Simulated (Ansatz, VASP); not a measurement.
## Two plane-wave programs on NaF

```
Na F
1.0
     0.00000    2.32330    2.32330
     2.32330    0.00000    2.32330
     2.32330    2.32330    0.00000
Na F
1 1
Direct
  0.00932 0.00932 0.00932
  0.50000 0.50000 0.50000
```

Change from the starting cell: all Na atoms moved +0.075 Å, as atom 1 along Cartesian [1 1 1].

Alike in both runs: task single point; functional PBE; k mesh 8 × 8 × 8; occupations gaussian, width 0.05 eV; no spin polarisation.

|  | VASP | Ansatz |
| --- | --- | --- |
| version | VASP 6.6.1 | Ansatz 0.2.0 |
| potentials or method | VASP PAW PBE potentials, release 64 (Na_pv, F), cutoff 600 eV | scalar-relativistic, plane waves, PAW |
| valence electrons in the cell | 14 | 16 |

VASP gave:

| Quantity | Value |
| --- | --- |
| gap on the k mesh at the Fermi level (eV) | 6.26 |
| least direct gap on the mesh (eV) | 6.26 |
| pressure (GPa) | 1.6 |
| rms of the force components (eV/Å) | 0.101 |

Which values does Ansatz return?

gap on the k mesh at the Fermi level (eV): 6.27; least direct gap on the mesh (eV): 6.27; pressure (GPa): 1.9; rms of the force components (eV/Å): 0.098.

Atom by atom the forces differ by 0.003 eV/Å (rms over components). VASP's potentials hold 14 valence electrons a cell and Ansatz's 16, so a difference there can come from the potentials and not from the codes.
